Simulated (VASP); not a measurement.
# W (P2_13) in VASP: a series of runs

Runs on W. Level: PBE. Tasks: single point, relaxation of cell and atoms.

Everything below comes from runs of VASP 6.6.1. Logs are shortened: lines on timing, memory, paths and dates and some standing lists are left out, and cuts for length are marked.

### 1 The cell of the first run

The structure is cubic, space group P2_13 (No. 198). The conventional cell has a = 4.199 Å, b = 4.199 Å, c = 4.199 Å, α = 90.00°, β = 90.00°, γ = 90.00°. W (site symmetry 3) has 12 W at 2.81 to 3.16 Å within 3.7 Å.

### 2 Single point, PBE

INCAR

```
PREC     = Accurate       # precision mode
ENCUT    = 520            # plane-wave cutoff, eV
EDIFF    = 1E-7           # SCF threshold, eV
ISMEAR   = 0              # smearing method
SIGMA    = 0.1            # smearing width, eV
LREAL    = False          # projectors in reciprocal space
LASPH    = True           # aspherical terms in the spheres
NELM     = 100            # most SCF steps
ALGO     = Normal         # electronic algorithm
ISIF     = 2              # what is computed and relaxed
LWAVE    = False          # write WAVECAR
LCHARG   = False          # write CHGCAR
GGA      = PE             # functional
NBANDS   = 36             # bands
```

KPOINTS

```
regular mesh
0
Gamma
  4 4 4
```

POSCAR

```
W
1.0
    4.1992150753      0.0000000000      0.0000000000
    0.0000000000      4.1992150753      0.0000000000
    0.0000000000      0.0000000000      4.1992150753
W
4
Direct
    0.0300000000      0.0300000000      0.0300000000
    0.4700000000      0.9700000000      0.5300000000
    0.5300000000      0.4700000000      0.9700000000
    0.9700000000      0.5300000000      0.4700000000
```

Potentials or basis: VASP PAW PBE potentials, release 64 (W_sv).

The run is started by

```console
$ cat potpaw_PBE.64/W_sv/POTCAR > POTCAR
$ mpirun -np 1 vasp_std > vasp.out
```

OUTCAR:

```text
PREC = Accurate
   ENCUT = 520
   EDIFF = 1E-7
   ISMEAR = 0
   LREAL = False
   LASPH = True
   NELM = 100
   ISIF = 2
   GGA = PE

 ion  position               nearest neighbor table
   1  0.030  0.030  0.030-   2 2.81   3 2.81   4 2.81   2 2.81   4 2.81   3 2.81   3 3.16   3 3.16
                             2 3.16   4 3.16   2 3.16   4 3.16
   2  0.470  0.970  0.530-   1 2.81   3 2.81   4 2.81   1 2.81   3 2.81   4 2.81   4 3.16   4 3.16
                             1 3.16   3 3.16   1 3.16   3 3.16
   3  0.530  0.470  0.970-   1 2.81   2 2.81   4 2.81   4 2.81   2 2.81   1 2.81   1 3.16   1 3.16
                             2 3.16   2 3.16   4 3.16   4 3.16
   4  0.970  0.530  0.470-   1 2.81   2 2.81   3 2.81   3 2.81   1 2.81   2 2.81   2 3.16   2 3.16
                             3 3.16   1 3.16   3 3.16   1 3.16

  LATTYP: Found a simple cubic cell.
 ALAT       =     4.1992150753

  Lattice vectors:

 A1 = (   4.1992150753,   0.0000000000,   0.0000000000)
 A2 = (   0.0000000000,   4.1992150753,   0.0000000000)
 A3 = (   0.0000000000,   0.0000000000,   4.1992150753)

Analysis of symmetry for initial positions (statically):
=====================================================================
 Subroutine PRICEL returns:
 Original cell was already a primitive cell.

 Routine SETGRP: Setting up the symmetry group for a
 simple cubic supercell.

 Subroutine GETGRP returns: Found 12 space group operations
 (whereof  3 operations were pure point group operations)
 out of a pool of 48 trial point group operations.

The static configuration has the point symmetry C_3 .
 The point group associated with its full space group is T   .

Analysis of symmetry for dynamics (positions and initial velocities):
=====================================================================
 Subroutine PRICEL returns:
 Original cell was already a primitive cell.

 Routine SETGRP: Setting up the symmetry group for a
 simple cubic supercell.

 Subroutine GETGRP returns: Found 12 space group operations
 (whereof  3 operations were pure point group operations)
 out of a pool of 48 trial point group operations.

The dynamic configuration has the point symmetry C_3 .
 The point group associated with its full space group is T   .

 Subroutine INISYM returns: Found 12 space group operations
 (whereof  3 operations are pure point group operations),
 and found     1 'primitive' translations

----------------------------------------------------------------------------------------

                                     Primitive cell

  volume of cell :      74.0465

  direct lattice vectors                    reciprocal lattice vectors
     4.199215075  0.000000000  0.000000000     0.238139743  0.000000000  0.000000000
     0.000000000  4.199215075  0.000000000     0.000000000  0.238139743  0.000000000
     0.000000000  0.000000000  4.199215075     0.000000000  0.000000000  0.238139743

  length of vectors
     4.199215075  4.199215075  4.199215075     0.238139743  0.238139743  0.238139743

  position of ions in fractional coordinates (direct lattice)
     0.030000000  0.030000000  0.030000000
     0.470000000  0.970000000  0.530000000
     0.530000000  0.470000000  0.970000000
     0.970000000  0.530000000  0.470000000

  ion indices of the primitive-cell ions
   primitive index   ion index
                 1           1
                 2           2
                 3           3
                 4           4

----------------------------------------------------------------------------------------

 KPOINTS: regular mesh

Automatic generation of k-mesh.
 Grid dimensions read from file:
 generate k-points for:    4    4    4

 Generating k-lattice:

  Cartesian coordinates                     Fractional coordinates (reciprocal lattice)
     0.059534936  0.000000000  0.000000000     0.250000000  0.000000000  0.000000000
     0.000000000  0.059534936  0.000000000     0.000000000  0.250000000  0.000000000
     0.000000000  0.000000000  0.059534936     0.000000000  0.000000000  0.250000000

  Length of vectors
     0.059534936  0.059534936  0.059534936

  Shift w.r.t. Gamma in fractional coordinates (k-lattice)
     0.000000000  0.000000000  0.000000000

 Subroutine IBZKPT returns following result:
 ===========================================

 Found     11 irreducible k-points:

 Following reciprocal coordinates:
            Coordinates               Weight
  0.000000  0.000000  0.000000      1.000000
  0.250000  0.000000  0.000000      6.000000
  0.500000  0.000000  0.000000      3.000000
  0.250000  0.250000  0.000000     12.000000
  0.500000  0.250000  0.000000      6.000000
 -0.250000  0.500000  0.000000      6.000000
  0.500000  0.500000  0.000000      3.000000
  0.250000  0.250000  0.250000      8.000000
  0.500000  0.250000  0.250000     12.000000
  0.500000  0.500000  0.250000      6.000000
  0.500000  0.500000  0.500000      1.000000
   k-points           NKPTS =     11   k-points in BZ     NKDIM =     11   number of bands    NBANDS=     36
   number of dos      NEDOS =    301   number of ions     NIONS =      4
   total plane-waves  NPLWV =  32768
   dimension x,y,z NGX =    32 NGY =   32 NGZ =   32
   dimension x,y,z NGXF=    64 NGYF=   64 NGZF=   64
   ions per type =               4
   NGX,Y,Z   is equivalent  to a cutoff of  12.67, 12.67, 12.67 a.u.
   NGXF,Y,Z  is equivalent  to a cutoff of  25.34, 25.34, 25.34 a.u.
 SYSTEM =  unknown system
   PREC   = accura    normal or accurate (medium, high low for compatibility)
   ISTART =      0    job   : 0-new  1-cont  2-samecut
   ICHARG =      2    charge: 1-file 2-atom 10-const
   ISPIN  =      1    spin polarized calculation?
   LNONCOLLINEAR =      F non collinear calculations
   LSORBIT =      F    spin-orbit coupling
   LASPH  =      T    aspherical Exc in radial PAW
   ENCUT  =  520.0 eV  38.22 Ry    6.18 a.u.   7.81  7.81  7.81*2*pi/ulx,y,z
   NELM   =    100;   NELMIN=  2; NELMDL= -5     # of ELM steps
   EDIFF  = 0.1E-06   stopping-criterion for ELM
   LREAL  =      F    real-space projection
   EDIFFG = 0.1E-05   stopping-criterion for IOM
   NSW    =      0    number of steps for IOM
   IBRION =     -1    ionic relax: 0-MD 1-quasi-New 2-CG
   NFREE  =      0    steps in history (QN), initial steepest desc. (CG)
   ISIF   =      2    stress and relaxation
   ISYM   =      2    0-nonsym 1-usesym 2-fastsym
   POTIM  = 0.5000    time-step for ionic-motion
   TEBEG  =    0.0;   TEEND  =   0.0 temperature during run
   PSTRESS=    0.0 pullay stress
   NELECT =      56.0000    total number of electrons
   NUPDOWN=      -1.0000    fix difference up-down
   EMIN   =  10.00;   EMAX   =-10.00  energy-range for DOS
   EFERMI =   0.00;   METHOD = LEGACY
   ISMEAR =     0;   SIGMA  =   0.10  broadening in eV -4-tet -1-fermi 0-gaus
   EFERMI_NEDOS =   21; number of points for ismear=-14 and -15
   IALGO  =     38    algorithm
   IMIX   =      4    mixing-type and parameters
     AMIX     =   0.40;   BMIX     =  1.00
     AMIX_MAG =   1.60;   BMIX_MAG =  1.00
  volume/ion in A,a.u.               =      18.51       124.92
  Fermi-wavevector in a.u.,A,eV,Ry     =   1.491544  2.818609 30.268927  2.224703
  Thomas-Fermi vector in A             =   2.604186
   LORBIT       =      0    0 simple, 1 ext, 2 COOP (PROOUT), +10 PAW based schemes
   GGA     = PE    functional components
   LHFCALC =     F    Hartree Fock is set to
   AEXX    =    0.0000 exact exchange contribution
   IVDW    =     0    specifies the selected vdW correction
   LEPSILON=     F    determine dielectric tensor
   LRPA    =     F    only Hartree local field effects (RPA)
 non-spin polarized calculation
 Gauss-broadening in eV      SIGMA  =   0.10
  energy-cutoff  :      520.00
  volume of cell :       74.05
 maximum number of plane-waves:      2012
   NGX = 15   NGY = 15   NGZ = 15

 number of electron      56.0000006 magnetization

 Free energy of the ion-electron system (eV)
  ---------------------------------------------------
  ext. energy  EPLUGINS =         0.00000000
  ---------------------------------------------------
  free energy    TOTEN  =       -48.87882140 eV

  energy without entropy =      -48.84992546  energy(sigma->0) =      -48.86437343

 E-fermi :   8.9397     XC(G=0): -12.7333

 val. band max:        8.8981272523   @ k =   0.5000   0.5000   0.2500
 cond. band min:       8.9859556179   @ k =   0.2500   0.0000   0.0000
 fundamental gap:      0.0878283656
 Fermi energy:         8.9396596678

 k-point     1 :       0.0000    0.0000    0.0000
  band No.  band energies     occupation
      1     -64.9139      2.00000
      2     -64.8127      2.00000
      3     -64.8127      2.00000
      4     -64.8127      2.00000
      5     -29.4320      2.00000
      6     -29.4320      2.00000
[... 28 lines left out ...]
     35      13.6985      0.00000
     36      13.7000      0.00000

 k-point     2 :       0.2500    0.0000    0.0000
  band No.  band energies     occupation
      1     -64.9008      2.00000
      2     -64.8343      2.00000
      3     -64.8111      2.00000
      4     -64.8060      2.00000
      5     -29.3943      2.00000
      6     -29.3830      2.00000
[... 28 lines left out ...]
     35      12.6483      0.00000
     36      13.0471      0.00000

 k-point     3 :       0.5000    0.0000    0.0000
  band No.  band energies     occupation
      1     -64.8685      2.00000
      2     -64.8685      2.00000
      3     -64.8075      2.00000
      4     -64.8075      2.00000
      5     -29.2928      2.00000
      6     -29.2928      2.00000
[... 28 lines left out ...]
     35      12.4915      0.00000
     36      12.4915      0.00000
[... 235 lines left out ...]
 k-point    10 :       0.5000    0.5000    0.2500
  band No.  band energies     occupation
      1     -64.8499      2.00000
      2     -64.8499      2.00000
      3     -64.8260      2.00000
      4     -64.8260      2.00000
      5     -29.4332      2.00000
      6     -29.4332      2.00000
[... 28 lines left out ...]
     35      12.5821      0.00000
     36      12.5821      0.00000

 k-point    11 :       0.5000    0.5000    0.5000
  band No.  band energies     occupation
      1     -64.8380      2.00000
      2     -64.8380      2.00000
      3     -64.8380      2.00000
      4     -64.8380      2.00000
      5     -29.4818      2.00000
      6     -29.4818      2.00000
[... 28 lines left out ...]
     35      12.8896      0.00000
     36      12.8976      0.00000

------------------------ aborting loop because EDIFF is reached ----------------------------------------

  FORCE on cell =-STRESS in cart. coord.  units (eV):
  Direction    XX          YY          ZZ          XY          YZ          ZX
  --------------------------------------------------------------------------------------
  -------------------------------------------------------------------------------------
  Total       -8.8178556     -8.8178556     -8.8178556      0.0000000      0.0000000      0.0000000
  in kB     -190.7959740   -190.7959740   -190.7959740      0.0000000      0.0000000      0.0000000
  external PRESSURE =    -190.7959740 kB  Pullay stress =       0.0000000 kB

 VOLUME and BASIS-vectors are now :
 -----------------------------------------------------------------------------
  energy-cutoff  :      520.00
  volume of cell :       74.05
      direct lattice vectors                 reciprocal lattice vectors
     4.199215075  0.000000000  0.000000000     0.238139743  0.000000000  0.000000000
     0.000000000  4.199215075  0.000000000     0.000000000  0.238139743  0.000000000
     0.000000000  0.000000000  4.199215075     0.000000000  0.000000000  0.238139743

 POSITION                                       TOTAL-FORCE (eV/Angst)
 -----------------------------------------------------------------------------------
      0.12598      0.12598      0.12598        -0.454179     -0.454179     -0.454179
      1.97363      4.07324      2.22558         0.454179      0.454179     -0.454179
      2.22558      1.97363      4.07324        -0.454179      0.454179      0.454179
      4.07324      2.22558      1.97363         0.454179     -0.454179      0.454179
 -----------------------------------------------------------------------------------
    total drift:                                0.000000      0.000000      0.000000

  FREE ENERGIE OF THE ION-ELECTRON SYSTEM (eV)
  ---------------------------------------------------
  free  energy   TOTEN  =       -48.8788213997 eV

  energy  without entropy=      -48.8499254551  energy(sigma->0) =      -48.86437343
```

Wall time 15 s (1 thread of Intel Xeon Platinum 8559C (Emerald Rapids), shared host); peak memory 0.18 GiB.

Results:

* Free energy: -48.8788 eV
* Pressure: -19.1 GPa
* Largest force: 0.787 eV/Å
* Band gap on the k mesh: zero (bands 28 and 29 overlap by 1.97 eV)

Forces on the atoms (eV/Å):
```
W   -0.454 -0.454 -0.454
W    0.454  0.454 -0.454
W   -0.454  0.454  0.454
W    0.454 -0.454  0.454
```

Caveat: the k points lie up to 0.37 Å⁻¹ apart, too coarse for converged energies and pressures of a metal; spin-orbit coupling is left out, which moves the levels of the heavy elements.

### 3 Relaxation of cell and atoms, PBE

INCAR

```
SYSTEM = W
PREC = Accurate
ENCUT = 600
EDIFF = 1E-6
ISMEAR = 0
SIGMA = 0.1
LREAL = .False.
LASPH = .True.
NELM = 80
ALGO = Normal
ISIF = 3
LWAVE = .False.
LCHARG = .False.
GGA = PE
IBRION = 2
NSW = 90
EDIFFG = -0.04
```

KPOINTS

```
regular mesh
0
Gamma
  4 4 4
  0 0 0
```

POSCAR is that of step 2.

Potentials or basis: VASP PAW PBE potentials, release 64 (W_sv).

The run is started by

```console
$ cat potpaw_PBE.64/W_sv/POTCAR > POTCAR
$ mpirun -np 1 vasp_std > vasp.out
```

It took 3.1 min on 1 thread of Intel Xeon Platinum 8559C (Emerald Rapids), shared host; peak memory 0.22 GiB.

Results (log left out):

- Free energy: -49.8975 eV
- Relaxed volume: 16.50 Å³/atom
- Relaxed cell: a = 4.042 Å, b = 4.042 Å, c = 4.042 Å, α = 90.00°, β = 90.00°, γ = 90.00°
- Space group after relaxing (to 0.1 Å): Fm-3m (No. 225)
- Pressure after relaxing: 0.0 GPa
- Band gap on the k mesh: zero (bands 28 and 29 overlap by 2.76 eV)

Final structure:
```
W
1.0
     4.04160    0.00000    0.00000
     0.00000    4.04160    0.00000
     0.00000    0.00000    4.04160
W
4
Direct
  0.00001 0.00001 0.00001
  0.49999 0.99999 0.50001
  0.50001 0.49999 0.99999
  0.99999 0.50001 0.49999
```

Levels at points of the mesh, in eV from the Fermi level:
```
           k point  band 24  band 25  band 26  band 27  band 28  band 29  band 30  band 31  band 32  band 33
(0.00, 0.00, 0.00)    -0.50    -0.50    -0.50     2.60     2.60     3.07     3.07     3.07     5.02     5.02
(0.50, 0.00, 0.00)    -1.95    -1.95    -1.95    -0.06    -0.06     1.33     1.33     1.62     1.62     1.62
(0.50, 0.50, 0.00)    -2.02    -1.77    -1.77    -1.77    -1.77     0.92     0.92     0.92     0.92     2.29
(0.50, 0.50, 0.50)    -0.72    -0.72    -0.72    -0.72    -0.72     0.68     0.68     0.68     0.68     5.05
```

Caveat: the k points lie up to 0.39 Å⁻¹ apart in the final cell, too coarse for converged energies and pressures of a metal; spin-orbit coupling is left out, which moves the levels of the heavy elements.

The gap in the log of VASP goes by the Fermi energy; the results here count the filled bands.